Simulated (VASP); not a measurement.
# Al2Cl2F (P4/mmm) in VASP: notebook

Runs on Al2Cl2F. Level: PBE. Tasks: single point, relaxation of cell and atoms.

Everything below comes from runs of VASP 6.6.1. Logs are shortened: lines on timing, memory, paths and dates and some standing lists are left out, and cuts for length are marked.

**1. The cell of the first run**

The structure is tetragonal, space group P4/mmm (No. 123). Conventional cell: a = 4.275 Å, b = 4.275 Å, c = 5.782 Å, α = 90.00°, β = 90.00°, γ = 90.00°. Within 2.1 Å of Al (site symmetry 4mm) lie 1 F at 1.54 Å. Within 3.3 Å of Cl (site symmetry mmm) lie 4 Al at 2.53 Å and 4 Cl at 3.02 Å. Within 2.1 Å of F (site symmetry 4/mmm) lie 2 Al at 1.54 Å.

The cell was built from a structure type or drawn by symmetry, and may not be a known phase.

**2. Single point, PBE**

INCAR reads:

```
PREC = Accurate
ENCUT = 520
EDIFF = 1E-7
ISMEAR = 0
SIGMA = 0.1
LREAL = F
LASPH = T
NELM = 100
ALGO = Normal
ISIF = 2
LWAVE = F
LCHARG = T
GGA = PE
LELF = T
LVHAR = T
NBANDS = 22
```

KPOINTS reads:

```
Automatic mesh
0
Gamma
  4 4 4
```

POSCAR reads:

```
Al2Cl2F
1.0
    4.2753473100      0.0000000000      0.0000000000
    0.0000000000      4.2753473100      0.0000000000
    0.0000000000      0.0000000000      5.7822451800
Al Cl F
2 2 1
Direct
    0.5000000000      0.5000000000      0.7335791000
    0.5000000000      0.5000000000      0.2664209000
    0.0000000000      0.5000000000      0.5000000000
    0.5000000000      0.0000000000      0.5000000000
    0.5000000000      0.5000000000      0.0000000000
```

Potentials or basis: VASP PAW PBE potentials, release 64 (Al, Cl, F).

Started as:

```console
$ cat potpaw_PBE.64/Al/POTCAR potpaw_PBE.64/Cl/POTCAR potpaw_PBE.64/F/POTCAR > POTCAR
$ mpirun -np 1 vasp_std > vasp.out
```

OUTCAR:

```text
PREC = Accurate
   ENCUT = 520
   EDIFF = 1E-7
   ISMEAR = 0
   LREAL = F
   LASPH = T
   NELM = 100
   ISIF = 2
   GGA = PE

 ion  position               nearest neighbor table
   1  0.500  0.500  0.734-   5 1.54   4 2.53   3 2.53   4 2.53   3 2.53   2 2.70   2 3.08
   2  0.500  0.500  0.266-   5 1.54   4 2.53   3 2.53   4 2.53   3 2.53   1 2.70   1 3.08
   3  0.000  0.500  0.500-   1 2.53   2 2.53   1 2.53   2 2.53
   4  0.500  0.000  0.500-   1 2.53   2 2.53   1 2.53   2 2.53
   5  0.500  0.500  0.000-   1 1.54   2 1.54

  LATTYP: Found a simple tetragonal cell.
 ALAT       =     4.2753473100
 C/A-ratio  =     1.3524620951

  Lattice vectors:

 A1 = (   4.2753473100,   0.0000000000,   0.0000000000)
 A2 = (   0.0000000000,   4.2753473100,   0.0000000000)
 A3 = (   0.0000000000,   0.0000000000,   5.7822451800)

Analysis of symmetry for initial positions (statically):
=====================================================================
 Subroutine PRICEL returns:
 Original cell was already a primitive cell.

 Routine SETGRP: Setting up the symmetry group for a
 simple tetragonal supercell.

 Subroutine GETGRP returns: Found 16 space group operations
 (whereof 16 operations were pure point group operations)
 out of a pool of 16 trial point group operations.

The static configuration has the point symmetry D_4h.

Analysis of symmetry for dynamics (positions and initial velocities):
=====================================================================
 Subroutine PRICEL returns:
 Original cell was already a primitive cell.

 Routine SETGRP: Setting up the symmetry group for a
 simple tetragonal supercell.

 Subroutine GETGRP returns: Found 16 space group operations
 (whereof 16 operations were pure point group operations)
 out of a pool of 16 trial point group operations.

The dynamic configuration has the point symmetry D_4h.

 Subroutine INISYM returns: Found 16 space group operations
 (whereof 16 operations are pure point group operations),
 and found     1 'primitive' translations

----------------------------------------------------------------------------------------

                                     Primitive cell

  volume of cell :     105.6913

  direct lattice vectors                    reciprocal lattice vectors
     4.275347310  0.000000000  0.000000000     0.233899126  0.000000000  0.000000000
     0.000000000  4.275347310  0.000000000     0.000000000  0.233899126  0.000000000
     0.000000000  0.000000000  5.782245180     0.000000000  0.000000000  0.172943203

  length of vectors
     4.275347310  4.275347310  5.782245180     0.233899126  0.233899126  0.172943203

  position of ions in fractional coordinates (direct lattice)
     0.500000000  0.500000000  0.733579100
     0.500000000  0.500000000  0.266420900
     0.000000000  0.500000000  0.500000000
     0.500000000  0.000000000  0.500000000
     0.500000000  0.500000000  0.000000000

  ion indices of the primitive-cell ions
   primitive index   ion index
                 1           1
                 2           2
                 3           3
                 4           4
                 5           5

----------------------------------------------------------------------------------------

 KPOINTS: Automatic mesh

Automatic generation of k-mesh.
 Grid dimensions read from file:
 generate k-points for:    4    4    4

 Generating k-lattice:

  Cartesian coordinates                     Fractional coordinates (reciprocal lattice)
     0.058474782  0.000000000  0.000000000     0.250000000  0.000000000  0.000000000
     0.000000000  0.058474782  0.000000000     0.000000000  0.250000000  0.000000000
     0.000000000  0.000000000  0.043235801     0.000000000  0.000000000  0.250000000

  Length of vectors
     0.058474782  0.058474782  0.043235801

  Shift w.r.t. Gamma in fractional coordinates (k-lattice)
     0.000000000  0.000000000  0.000000000

 Subroutine IBZKPT returns following result:
 ===========================================

 Found     18 irreducible k-points:

 Following reciprocal coordinates:
            Coordinates               Weight
  0.000000  0.000000  0.000000      1.000000
  0.250000  0.000000  0.000000      4.000000
  0.500000  0.000000  0.000000      2.000000
  0.250000  0.250000  0.000000      4.000000
  0.500000  0.250000  0.000000      4.000000
  0.500000  0.500000  0.000000      1.000000
[... 10 lines left out ...]
  0.500000  0.250000  0.500000      4.000000
  0.500000  0.500000  0.500000      1.000000
   k-points           NKPTS =     18   k-points in BZ     NKDIM =     18   number of bands    NBANDS=     22
   number of dos      NEDOS =    301   number of ions     NIONS =      5
   total plane-waves  NPLWV =  49152
   dimension x,y,z NGX =    32 NGY =   32 NGZ =   48
   dimension x,y,z NGXF=    64 NGYF=   64 NGZF=   96
   ions per type =               2   2   1
   NGX,Y,Z   is equivalent  to a cutoff of  12.44, 12.44, 13.80 a.u.
[... 82 lines left out ...]
      2     -13.2329      2.00000
      3     -11.8906      2.00000
      4      -9.0804      2.00000
      5      -6.2905      2.00000
      6      -6.2468      2.00000
[... 14 lines left out ...]
     21      11.1943      0.00000
     22      11.7949      0.00000

 k-point     3 :       0.5000    0.0000    0.0000
  band No.  band energies     occupation
      1     -25.6794      2.00000
      2     -12.6596      2.00000
      3     -12.5224      2.00000
      4      -9.0682      2.00000
      5      -6.3274      2.00000
      6      -6.2408      2.00000
[... 14 lines left out ...]
     21      11.9064      0.00000
     22      11.9527      0.00000

 k-point     4 :       0.2500    0.2500    0.0000
  band No.  band energies     occupation
      1     -25.6794      2.00000
      2     -13.0254      2.00000
      3     -12.0607      2.00000
      4      -9.0689      2.00000
      5      -6.2925      2.00000
      6      -6.2788      2.00000
[... 14 lines left out ...]
     21      11.1569      0.00000
     22      11.8767      0.00000

 k-point     5 :       0.5000    0.2500    0.0000
  band No.  band energies     occupation
      1     -25.6781      2.00000
      2     -12.5620      2.00000
      3     -12.4901      2.00000
      4      -9.0574      2.00000
      5      -6.3201      2.00000
      6      -6.2811      2.00000
[... 14 lines left out ...]
     21      10.4270      0.00000
     22      11.1625      0.00000

 k-point     6 :       0.5000    0.5000    0.0000
  band No.  band energies     occupation
      1     -25.6769      2.00000
      2     -12.4571      2.00000
      3     -12.4571      2.00000
      4      -9.0467      2.00000
      5      -6.3127      2.00000
      6      -6.3127      2.00000
[... 14 lines left out ...]
     21       9.8842      0.00000
     22      10.2958      0.00000

 k-point     7 :       0.0000    0.0000    0.2500
  band No.  band energies     occupation
      1     -25.6815      2.00000
      2     -13.4918      2.00000
      3     -11.5857      2.00000
      4      -9.0529      2.00000
      5      -6.2477      2.00000
      6      -6.2477      2.00000
[... 174 lines left out ...]
      6      -6.2376      2.00000
[... 14 lines left out ...]
     21      11.6199      0.00000
     22      11.6565      0.00000

 k-point    15 :       0.5000    0.0000    0.5000
  band No.  band energies     occupation
      1     -25.6787      2.00000
      2     -12.6801      2.00000
      3     -12.5173      2.00000
      4      -9.0337      2.00000
      5      -6.3740      2.00000
      6      -6.2329      2.00000
[... 14 lines left out ...]
     21      10.6538      0.00000
     22      11.0333      0.00000

 k-point    16 :       0.2500    0.2500    0.5000
  band No.  band energies     occupation
      1     -25.6785      2.00000
      2     -13.0395      2.00000
      3     -12.0572      2.00000
      4      -9.0478      2.00000
      5      -6.3070      2.00000
      6      -6.2987      2.00000
[... 14 lines left out ...]
     21      11.1514      0.00000
     22      11.7611      0.00000

 k-point    17 :       0.5000    0.2500    0.5000
  band No.  band energies     occupation
      1     -25.6773      2.00000
      2     -12.5711      2.00000
      3     -12.4851      2.00000
      4      -9.0722      2.00000
      5      -6.3649      2.00000
      6      -6.2957      2.00000
[... 14 lines left out ...]
     21      11.0543      0.00000
     22      11.0988      0.00000

 k-point    18 :       0.5000    0.5000    0.5000
  band No.  band energies     occupation
      1     -25.6760      2.00000
      2     -12.4523      2.00000
      3     -12.4523      2.00000
      4      -9.1214      2.00000
      5      -6.3558      2.00000
      6      -6.3558      2.00000
[... 14 lines left out ...]
     21      11.1181      0.00000
     22      11.1181      0.00000

------------------------ aborting loop because EDIFF is reached ----------------------------------------

  FORCE on cell =-STRESS in cart. coord.  units (eV):
  Direction    XX          YY          ZZ          XY          YZ          ZX
  --------------------------------------------------------------------------------------
  -------------------------------------------------------------------------------------
  Total        7.5830554      7.5830554     28.6298551      0.0000000      0.0000000     -0.0000000
  in kB      114.9517283    114.9517283    434.0006979      0.0000000      0.0000000     -0.0000000
  external PRESSURE =     221.3013849 kB  Pullay stress =       0.0000000 kB

 VOLUME and BASIS-vectors are now :
 -----------------------------------------------------------------------------
  energy-cutoff  :      520.00
  volume of cell :      105.69
      direct lattice vectors                 reciprocal lattice vectors
     4.275347310  0.000000000  0.000000000     0.233899126  0.000000000  0.000000000
     0.000000000  4.275347310  0.000000000     0.000000000  0.233899126  0.000000000
     0.000000000  0.000000000  5.782245180     0.000000000  0.000000000  0.172943203

 POSITION                                       TOTAL-FORCE (eV/Angst)
 -----------------------------------------------------------------------------------
      2.13767      2.13767      4.24173         0.000000     -0.000000     -7.845667
      2.13767      2.13767      1.54051         0.000000      0.000000      7.845667
      0.00000      2.13767      2.89112         0.000000      0.000000     -0.000000
      2.13767      0.00000      2.89112         0.000000      0.000000     -0.000000
      2.13767      2.13767      0.00000         0.000000      0.000000     -0.000000
 -----------------------------------------------------------------------------------
    total drift:                                0.000000     -0.000000     -0.000000

  FREE ENERGIE OF THE ION-ELECTRON SYSTEM (eV)
  ---------------------------------------------------
  free  energy   TOTEN  =       -14.1519444599 eV

  energy  without entropy=      -14.1377091498  energy(sigma->0) =      -14.14482680
```

It took 24 s on 1 thread of AMD EPYC 9R45 (Zen 5), shared host; peak memory 0.18 GiB.

Results:

* Free energy: -14.1519 eV
* Pressure: 22.1 GPa
* Largest force: 7.846 eV/Å
* Band gap on the k mesh: zero (an odd number of electrons rules out a gap without spin polarisation)

Forces on the atoms (eV/Å):
```
Al   0.000  0.000 -7.846
Al   0.000  0.000  7.846
Cl   0.000  0.000  0.000
Cl   0.000  0.000  0.000
F    0.000  0.000  0.000
```

Caveat: the k points lie up to 0.37 Å⁻¹ apart, too coarse for converged energies and pressures of a metal; an odd number of electrons without spin polarisation forces a metal; a magnetic or distorted state may lie lower.

**3. Single point, PBE**

This run uses another cell than the first one, of 32.88 Å³/atom.

INCAR reads:

```
SYSTEM = Al2Cl2F
  ALGO = Normal
  EDIFF = 1E-7
  ENCUT = 520
  GGA = PE
  ISIF = 2
  ISMEAR = 0
  LASPH = .TRUE.
  LCHARG = .TRUE.
  LELF = .TRUE.
  LREAL = .FALSE.
  LVHAR = .TRUE.
  LWAVE = .FALSE.
  NBANDS = 22
  NELM = 60
  PREC = Accurate
  SIGMA = 0.1
```

KPOINTS reads:

```
k-points
0
G
  4 4 4
  0 0 0
```

POSCAR reads:

```
Al2Cl2F
1.0
    5.1270070763      0.0000000000      0.0000000000
    0.0000000000      5.1270070763      0.0000000000
    0.0000000000      0.0000000000      6.2533250500
Al Cl F
2 2 1
Direct
    0.5000000000      0.5000000000      0.6984030992
    0.5000000000      0.5000000000      0.3015969008
    0.0000000000      0.5000000000      0.5000000000
    0.5000000000      0.0000000000      0.5000000000
    0.5000000000      0.5000000000      0.0000000000
```

Potentials or basis: VASP PAW PBE potentials, release 64 (Al, Cl, F).

Started as:

```console
$ cat potpaw_PBE.64/Al/POTCAR potpaw_PBE.64/Cl/POTCAR potpaw_PBE.64/F/POTCAR > POTCAR
$ mpirun -np 1 vasp_std > vasp.out
```

Wall time 41 s (1 thread of AMD EPYC 9R45 (Zen 5), shared host); peak memory 0.25 GiB.

Results (log left out):

```yaml
Free_energy: -17.7302 eV
Pressure: 0.0 GPa
Largest_force: 0.005 eV/Å
Band_gap_on_the_k_mesh: zero (an odd number of electrons rules out a gap without spin polarisation)
```

Forces on the atoms (eV/Å):
```
Al   0.000  0.000  0.005
Al   0.000  0.000 -0.005
Cl   0.000  0.000  0.000
Cl   0.000  0.000  0.000
F    0.000  0.000  0.000
```

Stress tensor (GPa, compression positive):
```
 0.02  0.00  0.00
 0.00  0.02  0.00
 0.00  0.00 -0.12
```

Levels at points of the mesh, in eV from the Fermi level:
```tsv
k point	band 11	band 12	band 13	band 14	band 15	band 16
(0.00, 0.00, 0.00)	-3.46	-2.77	-2.77	0.92	1.73	2.69
(0.50, 0.00, 0.00)	-3.33	-3.19	-1.13	0.70	1.80	1.97
(0.50, 0.50, 0.00)	-3.34	-2.25	-0.40	0.15	1.69	1.69
(0.00, 0.00, 0.50)	-3.49	-2.77	-2.77	0.29	2.88	2.88
(0.50, 0.00, 0.50)	-3.33	-3.19	-0.80	-0.50	2.12	3.13
(0.50, 0.50, 0.50)	-3.34	-2.25	-1.68	0.63	1.67	1.67
```

Caveat: an odd number of electrons without spin polarisation forces a metal; a magnetic or distorted state may lie lower.

**4. Relaxation of cell and atoms, PBE**

INCAR reads:

```
  PREC = Accurate
  ENCUT = 600
  EDIFF = 1E-6
  ISMEAR = 0
  SIGMA = 0.1
  LREAL = False
  LASPH = True
  NELM = 80
  ALGO = Normal
  ISIF = 3
  LWAVE = False
  LCHARG = False
  GGA = PE
  IBRION = 2
  NSW = 90
  EDIFFG = -0.04
```

KPOINTS reads:

```
Automatic mesh
0
Gamma
  4 4 4
```

POSCAR reads:

```
Al2Cl2F
1.0
    4.2753473100      0.0000000000      0.0000000000
    0.0000000000      4.2753473100      0.0000000000
    0.0000000000      0.0000000000      5.7822451800
Al Cl F
2 2 1
Direct
    0.5000000000      0.5000000000      0.7335791000
    0.5000000000      0.5000000000      0.2664209000
    0.0000000000      0.5000000000      0.5000000000
    0.5000000000      0.0000000000      0.5000000000
    0.5000000000      0.5000000000      0.0000000000
```

Started as:

```console
$ cat potpaw_PBE.64/Al/POTCAR potpaw_PBE.64/Cl/POTCAR potpaw_PBE.64/F/POTCAR > POTCAR
$ mpirun -np 1 vasp_std > vasp.out
```

Run time: 4 min. Hardware: 1 thread of AMD EPYC 9R45 (Zen 5), shared host; peak memory 0.23 GiB.

It converged, with:

```
Free energy                           : -17.6693 eV
Relaxed volume                        : 32.21 Å³/atom
Relaxed cell                          : a = 5.076 Å, b = 5.076 Å, c = 6.250 Å, α = 90.00°, β = 90.00°, γ = 90.00°
Space group after relaxing (to 0.1 Å) : P4/mmm (No. 123)
Energy gained by relaxing             : 702.5 meV/atom
Ionic steps                           : 17
Pressure after relaxing               : 0.0 GPa
Largest force after relaxing          : 0.004 eV/Å
Band gap on the k mesh                : zero (an odd number of electrons rules out a gap without spin polarisation)
```

Forces in eV/Å, atoms in the order of the input:
```
Al   0.000  0.000 -0.004
Al   0.000  0.000  0.004
Cl   0.000  0.000  0.000
Cl   0.000  0.000  0.000
F    0.000  0.000  0.000
```

Stress tensor (GPa, compression positive):
```
 0.06  0.00  0.00
 0.00  0.06  0.00
 0.00  0.00 -0.05
```

Step by step:
```csv
step,energy change (eV),largest force (eV/Å),pressure (GPa),volume (Å³)
1,0.0000,7.8418,22.12,105.69
2,-1.7520,2.8920,1.19,155.32
3,-2.6045,1.8060,5.81,128.26
4,-3.1903,0.6360,0.86,148.44
5,-3.2463,0.3457,-0.58,156.83
6,-3.2473,0.3060,-0.79,158.19
7,-3.3636,0.2501,-0.02,156.25
8,-3.3847,0.6820,0.53,155.09
9,-3.4517,0.5908,0.44,156.84
10,-3.4172,1.0853,0.61,161.56
11,-3.4936,0.4367,0.41,158.37
12,-3.4909,0.3470,0.45,160.48
13,-3.5081,0.2042,0.41,159.26
14,-3.5088,0.0981,0.40,159.54
15,-3.5088,0.1303,0.40,159.46
16,-3.5110,0.0687,-0.18,162.02
17,-3.5123,0.0036,0.03,161.04
```

Final structure:
```
Al Cl F
1.0
     5.07622    0.00000    0.00000
     0.00000    5.07622    0.00000
     0.00000    0.00000    6.24955
Al Cl F
2 2 1
Direct
  0.50000 0.50000 0.69850
  0.50000 0.50000 0.30150
  0.00000 0.50000 0.50000
  0.50000 0.00000 0.50000
  0.50000 0.50000 0.00000
```

Levels at points of the mesh, in eV from the Fermi level:
```
           k point  band 10  band 11  band 12  band 13  band 14  band 15  band 16  band 17
(0.00, 0.00, 0.00)    -4.36    -3.56    -2.83    -2.83     0.84     1.79     2.65     2.65
(0.50, 0.00, 0.00)    -4.09    -3.43    -3.28    -1.08     0.71     1.77     1.98     2.84
(0.50, 0.50, 0.00)    -4.06    -3.41    -2.29    -0.44     0.24     1.71     1.71     2.70
(0.00, 0.00, 0.50)    -3.89    -3.59    -2.83    -2.83     0.32     2.84     2.84     2.99
(0.50, 0.00, 0.50)    -4.06    -3.43    -3.28    -0.72    -0.49     2.15     3.11     3.33
(0.50, 0.50, 0.50)    -4.03    -3.40    -2.29    -1.71     0.76     1.69     1.69     4.06
```

Caveat: the k points lie up to 0.31 Å⁻¹ apart in the final cell, too coarse for converged energies and pressures of a metal; the volume moved by over 15 % at a fixed basis, so the end points are rough; an odd number of electrons without spin polarisation forces a metal; a magnetic or distorted state may lie lower.

**5. Summary**

| task | cell | cutoff (eV) | gap on the mesh (eV) | pressure (GPa) | largest force (eV/Å) |
| --- | --- | --- | --- | --- | --- |
| single point | a = 4.275, b = 4.275, c = 5.782 Å, 5 atoms, atomic positions A | 520 | none | 22.1 | 7.85 |
| single point | a = 5.127, b = 5.127, c = 6.253 Å, 5 atoms, atomic positions B | 520 | none | 0.0 | 0.01 |
| relaxation of cell and atoms | relaxed from a = 4.275, b = 4.275, c = 5.782 Å, 5 atoms, atomic positions A | 600 | none | 0.0 | - |

Alike in all rows: level PBE; potentials or basis VASP PAW PBE potentials, release 64 (Al, Cl, F); no spin polarisation; k mesh 4 × 4 × 4; smearing gaussian 0.1 eV.

Caveats: some runs use coarse meshes; an odd number of electrons without spin polarisation forces a metal; a magnetic or distorted state may lie lower; the volume moved by over 15 % at a fixed basis, so the end points are rough (at least some runs).

Absolute energies hang on the potentials; compare differences alone.
